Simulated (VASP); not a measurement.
# MgI2 (P-3m1) in VASP: notebook

Aim: see how the results for MgI2 move with the level of theory and the settings. Levels: r2SCAN, HSE06, PBE-based screened hybrid with 40 % exact exchange. Tasks: single point.

Program: VASP 6.6.1. These are calculated values, not measurements. Logs are shortened: lines on timing, memory, paths and dates and some standing lists are left out, and cuts for length are marked.

## 1. The cell of the first run

Symmetry: P-3m1, No. 164, trigonal system. Conventional cell: a = 4.157 Å, b = 4.157 Å, c = 6.876 Å, α = 90.00°, β = 90.00°, γ = 120.00°. Within 3.8 Å of Mg (site symmetry -3m) lie 6 I at 2.92 Å. Within 3.8 Å of I (site symmetry 3m) lie 3 Mg at 2.92 Å.

## 2. Single point, r2SCAN

Input file POSCAR:

```
MgI2
1.0
    4.1566377674      0.0000000000      0.0000000000
   -2.0783188837      3.5997539009      0.0000000000
    0.0000000000      0.0000000000      6.8756118848
Mg I
1 2
Direct
    0.0000000000      0.0000000000      0.0000000000
    0.3333333333      0.6666666667      0.2425739818
    0.6666666667      0.3333333333      0.7574260182
```

Input file INCAR.step1:

```
SYSTEM = MgI2
PREC     = Accurate       ! precision mode
ENCUT    = 520            ! plane-wave cutoff, eV
ISMEAR   = 0              ! smearing method
SIGMA    = 0.01           ! smearing width, eV
LREAL    = .False.        ! projectors in reciprocal space
LASPH    = .True.         ! aspherical terms in the spheres
NELM     = 80             ! most SCF steps
NBANDS   = 15             ! bands
GGA      = PE             ! functional
ALGO     = Normal         ! electronic algorithm
EDIFF    = 1E-4           ! SCF threshold, eV
LWAVE    = .True.         ! write WAVECAR
LCHARG   = .False.        ! write CHGCAR
```

Input file INCAR.step2:

```
SYSTEM = MgI2
PREC     = Accurate       ! precision mode
ENCUT    = 520            ! plane-wave cutoff, eV
EDIFF    = 1E-6           ! SCF threshold, eV
ISMEAR   = 0              ! smearing method
SIGMA    = 0.01           ! smearing width, eV
LREAL    = .False.        ! projectors in reciprocal space
LASPH    = .True.         ! aspherical terms in the spheres
NELM     = 80             ! most SCF steps
ALGO     = Normal         ! electronic algorithm
ISIF     = 2              ! what is computed and relaxed
LWAVE    = .False.        ! write WAVECAR
LCHARG   = .False.        ! write CHGCAR
METAGGA  = R2SCAN         ! meta-GGA
LMIXTAU  = .True.       
NBANDS   = 15             ! bands
ISTART   = 1
```

Input file KPOINTS:

```
Automatic mesh
0
Gamma
  3 3 3
  0 0 0
```

Potentials or basis: VASP PAW PBE potentials, release 64 (Mg, I).

The run is started by

```bash
$ cat potpaw_PBE.64/Mg/POTCAR potpaw_PBE.64/I/POTCAR > POTCAR
$ cp INCAR.step1 INCAR
$ mpirun -np 1 vasp_std > vasp.out
$ cp INCAR.step2 INCAR
$ mpirun -np 1 vasp_std > vasp.out
```

OUTCAR:

```text
SYSTEM = MgI2
   PREC = Accurate
   ENCUT = 520
   EDIFF = 1E-6
   ISMEAR = 0
   LREAL = .False.
   LASPH = .True.
   NELM = 80
   ISIF = 2
   METAGGA = R2SCAN
   ISTART = 1

 ion  position               nearest neighbor table
   1  0.000  0.000  0.000-   2 2.92   3 2.92   3 2.92   2 2.92   3 2.92   2 2.92
   2  0.333  0.667  0.243-   1 2.92   1 2.92   1 2.92
   3  0.667  0.333  0.757-   1 2.92   1 2.92   1 2.92

  LATTYP: Found a hexagonal cell.
 ALAT       =     4.1566377674
 C/A-ratio  =     1.6541282329

  Lattice vectors:

 A1 = (   4.1566377674,   0.0000000000,   0.0000000000)
 A2 = (  -2.0783188837,   3.5997539009,   0.0000000000)
 A3 = (   0.0000000000,   0.0000000000,   6.8756118848)

Analysis of symmetry for initial positions (statically):
=====================================================================
 Subroutine PRICEL returns:
 Original cell was already a primitive cell.

 Routine SETGRP: Setting up the symmetry group for a
 hexagonal supercell.

 Subroutine GETGRP returns: Found 12 space group operations
 (whereof 12 operations were pure point group operations)
 out of a pool of 24 trial point group operations.

The static configuration has the point symmetry D_3d.

Analysis of symmetry for dynamics (positions and initial velocities):
=====================================================================
 Subroutine PRICEL returns:
 Original cell was already a primitive cell.

 Routine SETGRP: Setting up the symmetry group for a
 hexagonal supercell.

 Subroutine GETGRP returns: Found 12 space group operations
 (whereof 12 operations were pure point group operations)
 out of a pool of 24 trial point group operations.

The dynamic configuration has the point symmetry D_3d.

 Subroutine INISYM returns: Found 12 space group operations
 (whereof 12 operations are pure point group operations),
 and found     1 'primitive' translations

----------------------------------------------------------------------------------------

                                     Primitive cell

  volume of cell :     102.8789

  direct lattice vectors                    reciprocal lattice vectors
     4.156637767  0.000000000  0.000000000     0.240579058  0.138898384  0.000000000
    -2.078318884  3.599753901  0.000000000     0.000000000  0.277796768  0.000000000
     0.000000000  0.000000000  6.875611885     0.000000000  0.000000000  0.145441601

  length of vectors
     4.156637767  4.156637767  6.875611885     0.277796768  0.277796768  0.145441601

  position of ions in fractional coordinates (direct lattice)
     0.000000000  0.000000000  0.000000000
     0.333333333  0.666666667  0.242573982
     0.666666667  0.333333333  0.757426018

  ion indices of the primitive-cell ions
   primitive index   ion index
                 1           1
                 2           2
                 3           3

----------------------------------------------------------------------------------------

 KPOINTS: Automatic mesh

Automatic generation of k-mesh.
 Grid dimensions read from file:
 generate k-points for:    3    3    3

 Generating k-lattice:

  Cartesian coordinates                     Fractional coordinates (reciprocal lattice)
     0.080193019  0.046299461  0.000000000     0.333333333  0.000000000  0.000000000
     0.000000000  0.092598923  0.000000000     0.000000000  0.333333333  0.000000000
     0.000000000  0.000000000  0.048480534     0.000000000  0.000000000  0.333333333

  Length of vectors
     0.092598923  0.092598923  0.048480534

  Shift w.r.t. Gamma in fractional coordinates (k-lattice)
     0.000000000  0.000000000  0.000000000

 Subroutine IBZKPT returns following result:
 ===========================================

 Found      7 irreducible k-points:

 Following reciprocal coordinates:
            Coordinates               Weight
  0.000000  0.000000  0.000000      1.000000
  0.333333 -0.000000  0.000000      6.000000
  0.333333  0.333333  0.000000      2.000000
  0.000000  0.000000  0.333333      2.000000
  0.333333 -0.000000  0.333333      6.000000
  0.000000  0.333333  0.333333      6.000000
  0.333333  0.333333  0.333333      4.000000
   k-points           NKPTS =      7   k-points in BZ     NKDIM =      7   number of bands    NBANDS=     15
   number of dos      NEDOS =    301   number of ions     NIONS =      3
   total plane-waves  NPLWV =  55296
   dimension x,y,z NGX =    32 NGY =   32 NGZ =   54
   dimension x,y,z NGXF=    64 NGYF=   64 NGZF=  108
   ions per type =               1   2
   NGX,Y,Z   is equivalent  to a cutoff of  12.80, 12.80, 13.06 a.u.
   NGXF,Y,Z  is equivalent  to a cutoff of  25.60, 25.60, 26.11 a.u.
 SYSTEM =  MgI2
   PREC   = accura    normal or accurate (medium, high low for compatibility)
   ISTART =      1    job   : 0-new  1-cont  2-samecut
   ICHARG =      0    charge: 1-file 2-atom 10-const
   ISPIN  =      1    spin polarized calculation?
   LNONCOLLINEAR =      F non collinear calculations
   LSORBIT =      F    spin-orbit coupling
   LASPH  =      T    aspherical Exc in radial PAW
   ENCUT  =  520.0 eV  38.22 Ry    6.18 a.u.   7.73  7.73 12.78*2*pi/ulx,y,z
   NELM   =     80;   NELMIN=  2; NELMDL=  0     # of ELM steps
   EDIFF  = 0.1E-05   stopping-criterion for ELM
   LREAL  =      F    real-space projection
   EDIFFG = 0.1E-04   stopping-criterion for IOM
   NSW    =      0    number of steps for IOM
   IBRION =     -1    ionic relax: 0-MD 1-quasi-New 2-CG
   NFREE  =      0    steps in history (QN), initial steepest desc. (CG)
   ISIF   =      2    stress and relaxation
   ISYM   =      2    0-nonsym 1-usesym 2-fastsym
   POTIM  = 0.5000    time-step for ionic-motion
   TEBEG  =    0.0;   TEEND  =   0.0 temperature during run
   PSTRESS=    0.0 pullay stress
   NELECT =      16.0000    total number of electrons
   NUPDOWN=      -1.0000    fix difference up-down
   EMIN   =  10.00;   EMAX   =-10.00  energy-range for DOS
   EFERMI =   0.00;   METHOD = LEGACY
   ISMEAR =     0;   SIGMA  =   0.01  broadening in eV -4-tet -1-fermi 0-gaus
   EFERMI_NEDOS =   21; number of points for ismear=-14 and -15
   IALGO  =     38    algorithm
   IMIX   =      4    mixing-type and parameters
     AMIX     =   0.40;   BMIX     =  1.00
     AMIX_MAG =   1.60;   BMIX_MAG =  1.00
  volume/ion in A,a.u.               =      34.29       231.42
  Fermi-wavevector in a.u.,A,eV,Ry     =   0.880385  1.663687 10.545577  0.775078
  Thomas-Fermi vector in A             =   2.000738
   LORBIT       =      0    0 simple, 1 ext, 2 COOP (PROOUT), +10 PAW based schemes
   METAGGA = R2SCAN    functional components
   LHFCALC =     F    Hartree Fock is set to
   AEXX    =    0.0000 exact exchange contribution
   IVDW    =     0    specifies the selected vdW correction
   LEPSILON=     F    determine dielectric tensor
   LRPA    =     F    only Hartree local field effects (RPA)
 non-spin polarized calculation
 Gauss-broadening in eV      SIGMA  =   0.01
  energy-cutoff  :      520.00
  volume of cell :      102.88
 maximum number of plane-waves:      2802
 NGX is ok and might be reduce to    32
   NGX = 15   NGY = 15   NGZ = 25

 number of electron      16.0000001 magnetization

 Free energy of the ion-electron system (eV)
  ---------------------------------------------------
  ext. energy  EPLUGINS =         0.00000000
  ---------------------------------------------------
  free energy    TOTEN  =       -56.80722710 eV

  energy without entropy =      -56.80722710  energy(sigma->0) =      -56.80722710

 E-fermi :   2.0746     XC(G=0):  -8.5444

 val. band max:        2.0256531103   @ k =   0.0000   0.0000   0.0000
 cond. band min:       6.3963099541   @ k =   0.0000   0.3333   0.3333
 fundamental gap:      4.3706568438
 Fermi energy:         2.0746030912

 k-point     1 :       0.0000    0.0000    0.0000
  band No.  band energies     occupation
      1     -10.4220      2.00000
      2      -9.6669      2.00000
      3      -1.5497      2.00000
      4       1.5347      2.00000
      5       1.5347      2.00000
      6       1.9341      2.00000
      7       1.9341      2.00000
      8       2.0257      2.00000
      9       6.4966      0.00000
     10       7.4339      0.00000
     11       9.2936      0.00000
     12       9.2936      0.00000
     13      10.1078      0.00000
     14      10.7658      0.00000
     15      10.7658      0.00000

 k-point     2 :       0.3333   -0.0000    0.0000
  band No.  band energies     occupation
      1      -9.9170      2.00000
      2      -9.4587      2.00000
      3      -1.1521      2.00000
      4      -0.6255      2.00000
      5       0.0308      2.00000
      6       0.7768      2.00000
      7       1.5354      2.00000
      8       1.6567      2.00000
      9       6.6454      0.00000
     10       8.1420      0.00000
     11       8.4666      0.00000
     12       9.6891      0.00000
     13      10.2944      0.00000
     14      11.3756      0.00000
     15      11.7559      0.00000

 k-point     3 :       0.3333    0.3333    0.0000
  band No.  band energies     occupation
      1      -9.4861      2.00000
      2      -9.4861      2.00000
      3      -1.3401      2.00000
      4      -0.3990      2.00000
      5      -0.3990      2.00000
      6       0.0862      2.00000
      7       0.7675      2.00000
      8       0.7675      2.00000
      9       6.4451      0.00000
     10      10.0554      0.00000
     11      10.0554      0.00000
     12      10.1676      0.00000
     13      10.7467      0.00000
     14      10.7467      0.00000
     15      11.1350      0.00000
[... 37 lines left out ...]
 k-point     6 :       0.0000    0.3333    0.3333
  band No.  band energies     occupation
      1      -9.8451      2.00000
      2      -9.5415      2.00000
      3      -1.3131      2.00000
      4      -0.5756      2.00000
      5       0.4301      2.00000
      6       0.8929      2.00000
      7       1.3418      2.00000
      8       1.4953      2.00000
      9       6.3963      0.00000
     10       8.2974      0.00000
     11       8.5912      0.00000
     12       9.7137      0.00000
     13      10.2148      0.00000
     14      11.3406      0.00000
     15      12.2141      0.00000

 k-point     7 :       0.3333    0.3333    0.3333
  band No.  band energies     occupation
      1      -9.4838      2.00000
      2      -9.4838      2.00000
      3      -1.2126      2.00000
      4      -0.7209      2.00000
      5      -0.7209      2.00000
      6      -0.1458      2.00000
      7       1.2987      2.00000
      8       1.2987      2.00000
      9       7.1226      0.00000
     10       8.6768      0.00000
     11       8.6768      0.00000
     12      10.0677      0.00000
     13      10.9050      0.00000
     14      11.3714      0.00000
     15      11.3714      0.00000

------------------------ aborting loop because EDIFF is reached ----------------------------------------

  FORCE on cell =-STRESS in cart. coord.  units (eV):
  Direction    XX          YY          ZZ          XY          YZ          ZX
  --------------------------------------------------------------------------------------
  -------------------------------------------------------------------------------------
  Total        0.8763780      0.8763780      0.2419951      0.0000000      0.0000000     -0.0000000
  in kB       13.6482107     13.6482107      3.7686936      0.0000000      0.0000000     -0.0000000
  external PRESSURE =      10.3550383 kB  Pullay stress =       0.0000000 kB

 VOLUME and BASIS-vectors are now :
 -----------------------------------------------------------------------------
  energy-cutoff  :      520.00
  volume of cell :      102.88
      direct lattice vectors                 reciprocal lattice vectors
     4.156637767  0.000000000  0.000000000     0.240579058  0.138898384  0.000000000
    -2.078318884  3.599753901  0.000000000     0.000000000  0.277796768  0.000000000
     0.000000000  0.000000000  6.875611885     0.000000000  0.000000000  0.145441601

 POSITION                                       TOTAL-FORCE (eV/Angst)
 -----------------------------------------------------------------------------------
      0.00000      0.00000      0.00000         0.000000      0.000000      0.000000
     -0.00000      2.39984      1.66784        -0.000000      0.000000     -0.068543
      2.07832      1.19992      5.20777         0.000000     -0.000000      0.068543
 -----------------------------------------------------------------------------------
    total drift:                                0.000000     -0.000000      0.000000

  FREE ENERGIE OF THE ION-ELECTRON SYSTEM (eV)
  ---------------------------------------------------
  free  energy   TOTEN  =       -56.8072270967 eV

  energy  without entropy=      -56.8072270967  energy(sigma->0) =      -56.80722710
```

It took 54 s on 1 thread of Intel Xeon Platinum 8375C at 2.90GHz (Ice Lake), shared host; peak memory 0.24 GiB.

Results:

- Free energy: -56.8072 eV
- Pressure: 1.0 GPa
- Largest force: 0.069 eV/Å
- Band gap on the k mesh: 4.37 eV (least direct gap 4.47 eV)

Forces in eV/Å, atoms in the order of the input:
```
Mg   0.000  0.000  0.000
I    0.000  0.000 -0.069
I    0.000  0.000  0.069
```

Caveat: the k points lie up to 0.58 Å⁻¹ apart; the PAW data sets were made with another functional, which shifts forces and pressure a little; spin-orbit coupling is left out, which moves the levels of the heavy elements.

[end of part 1 of 2]
